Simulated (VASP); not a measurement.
# Cs (P6/mmm) in VASP: further runs, part 2 of 2

VASP 6.6.1.

## Step 5: Single point, PBE

This run uses another cell than the first one, of 70.97 Å³/atom.

Contents of INCAR:

```
ALGO = Normal ; EDIFF = 1E-6
ENCUT = 520 ; GGA = PE
ISIF = 2 ; ISMEAR = -1
LASPH = T ; LCHARG = F
LREAL = F ; LWAVE = F
NBANDS = 20 ; NELM = 100
PREC = Accurate ; SIGMA = 0.08
```

Contents of KPOINTS:

```
k-points
0
Gamma
  4 4 6
```

Contents of POSCAR:

```
Cs
1.0
    7.4493316905      0.0000000000      0.0000000000
   -3.7246658452      6.4513104852      0.0000000000
    0.0000000000      0.0000000000      4.4304345688
Cs
3
Direct
    0.0000000000      0.0000000000      0.0000000000
    0.3333333333      0.6666666667      0.5000000000
    0.6666666667      0.3333333333      0.5000000000
```

Potentials or basis: VASP PAW PBE potentials, release 64 (Cs_sv).

Launch:

```bash
$ cat potpaw_PBE.64/Cs_sv/POTCAR > POTCAR
$ mpirun -np 1 vasp_std > vasp.out
```

OUTCAR:

```text
EDIFF = 1E-6
   ENCUT = 520
   GGA = PE
   ISIF = 2
   ISMEAR = -1
   LASPH = T
   LREAL = F
   NELM = 100
   PREC = Accurate

 ion  position               nearest neighbor table
   1  0.000  0.000  0.000-
   2  0.333  0.667  0.500-
   3  0.667  0.333  0.500-

  LATTYP: Found a hexagonal cell.
 ALAT       =     7.4493316905
 C/A-ratio  =     0.5947425558

  Lattice vectors:

 A1 = (   7.4493316905,   0.0000000000,   0.0000000000)
 A2 = (  -3.7246658452,   6.4513104852,   0.0000000000)
 A3 = (   0.0000000000,   0.0000000000,   4.4304345688)

Analysis of symmetry for initial positions (statically):
=====================================================================
 Subroutine PRICEL returns:
 Original cell was already a primitive cell.

 Routine SETGRP: Setting up the symmetry group for a
 hexagonal supercell.

 Subroutine GETGRP returns: Found 24 space group operations
 (whereof 24 operations were pure point group operations)
 out of a pool of 24 trial point group operations.

The static configuration has the point symmetry D_6h.

Analysis of symmetry for dynamics (positions and initial velocities):
=====================================================================
 Subroutine PRICEL returns:
 Original cell was already a primitive cell.

 Routine SETGRP: Setting up the symmetry group for a
 hexagonal supercell.

 Subroutine GETGRP returns: Found 24 space group operations
 (whereof 24 operations were pure point group operations)
 out of a pool of 24 trial point group operations.

The dynamic configuration has the point symmetry D_6h.

[... 99 lines left out ...]
   POTIM  = 0.5000    time-step for ionic-motion
   TEBEG  =    0.0;   TEEND  =   0.0 temperature during run
   PSTRESS=    0.0 pullay stress
   NELECT =      27.0000    total number of electrons
   NUPDOWN=      -1.0000    fix difference up-down
   EMIN   =  10.00;   EMAX   =-10.00  energy-range for DOS
   EFERMI =   0.00;   METHOD = LEGACY
   ISMEAR =    -1;   SIGMA  =   0.08  broadening in eV -4-tet -1-fermi 0-gaus
   EFERMI_NEDOS =   21; number of points for ismear=-14 and -15
   IALGO  =     38    algorithm
   IMIX   =      4    mixing-type and parameters
     AMIX     =   0.40;   BMIX     =  1.00
     AMIX_MAG =   1.60;   BMIX_MAG =  1.00
  volume/ion in A,a.u.               =      70.97       478.95
  Fermi-wavevector in a.u.,A,eV,Ry     =   0.822480  1.554263  9.203988  0.676474
  Thomas-Fermi vector in A             =   1.933823
   LORBIT       =      0    0 simple, 1 ext, 2 COOP (PROOUT), +10 PAW based schemes
   GGA     = PE    functional components
   LHFCALC =     F    Hartree Fock is set to
   AEXX    =    0.0000 exact exchange contribution
   IVDW    =     0    specifies the selected vdW correction
   LEPSILON=     F    determine dielectric tensor
   LRPA    =     F    only Hartree local field effects (RPA)
 non-spin polarized calculation
  energy-cutoff  :      520.00
  volume of cell :      212.92
 maximum number of plane-waves:      5760
 NGX is ok and might be reduce to    56
   NGX = 27   NGY = 27   NGZ = 17

 number of electron      26.9999998 magnetization

 Free energy of the ion-electron system (eV)
  ---------------------------------------------------
  ext. energy  EPLUGINS =         0.00000000
  ---------------------------------------------------
  free energy    TOTEN  =        -1.91188876 eV

  energy without entropy =       -1.82384861  energy(sigma->0) =       -1.86786869

 E-fermi :   1.9957     XC(G=0):  -6.7933

 val. band max:        1.9707436575   @ k =   0.2500  -0.0000   0.5000
 cond. band min:       2.0529641816   @ k =   0.5000  -0.0000   0.1667
 fundamental gap:      0.0822205241
 Fermi energy:         1.9957409226

 k-point     1 :       0.0000    0.0000    0.0000
  band No.  band energies     occupation
      1     -21.7994      2.00000
      2     -21.7302      2.00000
      3     -21.6235      2.00000
      4      -8.8498      2.00000
      5      -8.8498      2.00000
      6      -8.6372      2.00000
[... 357 lines left out ...]
     19       3.8555      0.00000
     20       4.2308      0.00000

------------------------ aborting loop because EDIFF is reached ----------------------------------------

  FORCE on cell =-STRESS in cart. coord.  units (eV):
  Direction    XX          YY          ZZ          XY          YZ          ZX
  --------------------------------------------------------------------------------------
  -------------------------------------------------------------------------------------
  Total        2.7402393      2.7402393      2.7744721      0.0000000      0.0000000     -0.0000000
  in kB       20.6199444     20.6199444     20.8775416      0.0000000      0.0000000     -0.0000000
  external PRESSURE =      20.7058101 kB  Pullay stress =       0.0000000 kB

 VOLUME and BASIS-vectors are now :
 -----------------------------------------------------------------------------
  energy-cutoff  :      520.00
  volume of cell :      212.92
      direct lattice vectors                 reciprocal lattice vectors
     7.449331691  0.000000000  0.000000000     0.134240230  0.077503633  0.000000000
    -3.724665845  6.451310485  0.000000000     0.000000000  0.155007266  0.000000000
     0.000000000  0.000000000  4.430434569     0.000000000  0.000000000  0.225711493

 POSITION                                       TOTAL-FORCE (eV/Angst)
 -----------------------------------------------------------------------------------
      0.00000      0.00000      0.00000         0.000000     -0.000000      0.000000
     -0.00000      4.30087      2.21522        -0.000000     -0.000000      0.000000
      3.72467      2.15044      2.21522         0.000000      0.000000      0.000000
 -----------------------------------------------------------------------------------
    total drift:                                0.000000     -0.000000      0.000000

  FREE ENERGIE OF THE ION-ELECTRON SYSTEM (eV)
  ---------------------------------------------------
  free  energy   TOTEN  =        -1.9118887613 eV

  energy  without entropy=       -1.8238486131  energy(sigma->0) =       -1.86786869
```

OSZICAR:

```text
N       E                     dE             d eps       ncg     rms          rms(c)
DAV:   1     0.194493859509E+03    0.19449E+03   -0.99403E+03   640   0.104E+03
DAV:   2     0.191125385853E+02   -0.17538E+03   -0.17189E+03   852   0.185E+02
DAV:   3    -0.160749333654E+01   -0.20720E+02   -0.20620E+02   764   0.687E+01
DAV:   4    -0.192811111010E+01   -0.32062E+00   -0.31888E+00   784   0.107E+01
DAV:   5    -0.193111672514E+01   -0.30056E-02   -0.30030E-02   852   0.875E-01    0.481E-01
DAV:   6    -0.191571613652E+01    0.15401E-01   -0.18829E-02   800   0.606E-01    0.254E-01
DAV:   7    -0.191136715643E+01    0.43490E-02   -0.22033E-02   736   0.664E-01    0.107E-01
DAV:   8    -0.191188348604E+01   -0.51633E-03   -0.78370E-04   864   0.162E-01    0.122E-02
DAV:   9    -0.191189331378E+01   -0.98277E-05   -0.30386E-05   872   0.287E-02    0.739E-03
DAV:  10    -0.191188841491E+01    0.48989E-05   -0.39062E-06   784   0.103E-02    0.150E-03
DAV:  11    -0.191188876132E+01   -0.34641E-06   -0.13527E-07   516   0.179E-03
   1 F= -.19118888E+01 E0= -.18678687E+01  d E =-.880401E-01
```

stdout:

```text
POSCAR found type information on POSCAR Cs
 POSCAR found :  1 types and       3 ions
 scaLAPACK will be used
 LDA part: xc-table for (Slater+PW92), standard interpolation
 POSCAR, INCAR and KPOINTS ok, starting setup
 FFT: planning ... GRIDC
 FFT: planning ... GRID_SOFT
 FFT: planning ... GRID
 WAVECAR not read
 entering main loop
```

Run time: 58 s. Hardware: 1 thread of Intel Xeon 6975P-C (Granite Rapids), shared host; peak memory 0.31 GiB.

What came out:

```yaml
Free_energy: -1.9119 eV
Pressure: 2.1 GPa
Band_gap_on_the_k_mesh: zero (an odd number of electrons rules out a gap without spin polarisation)
```

Caveat: spin-orbit coupling is left out, which moves the levels of the heavy elements.

## Step 6: Single point, PBE (70.97 Å³/atom)

This run uses another cell than the first one, of 70.97 Å³/atom.

Contents of INCAR:

```
SYSTEM = Cs
ALGO = Normal ; EDIFF = 1E-6
ENCUT = 520 ; GGA = PE
ISIF = 2 ; ISMEAR = -1
LASPH = .True. ; LCHARG = .True.
LELF = .True. ; LREAL = .False.
LVHAR = .True. ; LWAVE = .False.
NBANDS = 20 ; NELM = 80
PREC = Accurate ; SIGMA = 0.08
```

Contents of KPOINTS:

```
k-points
0
Gamma
  4 4 6
  0 0 0
```

POSCAR is that of step 5.

Potentials or basis: VASP PAW PBE potentials, release 64 (Cs_sv).

Launch:

```bash
$ cat potpaw_PBE.64/Cs_sv/POTCAR > POTCAR
$ mpirun -np 1 vasp_std > vasp.out
```

It took 75 s on 1 thread of Intel Xeon 6975P-C (Granite Rapids), shared host; peak memory 0.31 GiB.

Results (log left out):

* Free energy: -1.9119 eV
* Pressure: 2.1 GPa
* Band gap on the k mesh: zero (an odd number of electrons rules out a gap without spin polarisation)

Levels at points of the mesh, in eV from the Fermi level:
| k point | band 10 | band 11 | band 12 | band 13 | band 14 | band 15 | band 16 | band 17 |
| --- | --- | --- | --- | --- | --- | --- | --- | --- |
| (0.00, 0.00, 0.00) | -10.29 | -10.29 | -10.24 | -2.11 | 0.41 | 1.15 | 1.15 | 1.16 |
| (0.50, 0.00, 0.00) | -10.37 | -10.34 | -10.25 | -0.84 | -0.79 | -0.26 | 1.39 | 1.56 |
| (0.00, 0.00, 0.50) | -10.42 | -10.40 | -10.40 | 0.06 | 0.19 | 0.19 | 0.40 | 0.64 |
| (0.50, 0.00, 0.50) | -10.42 | -10.37 | -10.35 | -0.12 | 0.12 | 0.40 | 0.89 | 1.04 |

Caveat: spin-orbit coupling is left out, which moves the levels of the heavy elements.

## Step 7: Overview

```csv
cell,gap on the mesh (eV),pressure (GPa)
"a = 6.508, b = 6.508, c = 3.870 Å, angles 90.0, 90.0, 120.0°, 3 atoms",none,5.6
"a = 7.010, b = 7.010, c = 4.169 Å, angles 90.0, 90.0, 120.0°, 3 atoms",none,3.5
"a = 7.449, b = 7.449, c = 4.430 Å, angles 90.0, 90.0, 120.0°, 3 atoms",none,2.1
```

Alike in all rows: task single point; level PBE; potentials or basis VASP PAW PBE potentials, release 64 (Cs_sv); no spin polarisation; k mesh 4 × 4 × 6; cutoff (eV) 520; smearing fermi-dirac 0.08 eV.

Caveats: spin-orbit coupling is left out, which moves the levels of the heavy elements; the cell stands under pressure (at least some runs).

Absolute energies hang on the potentials; compare differences alone.
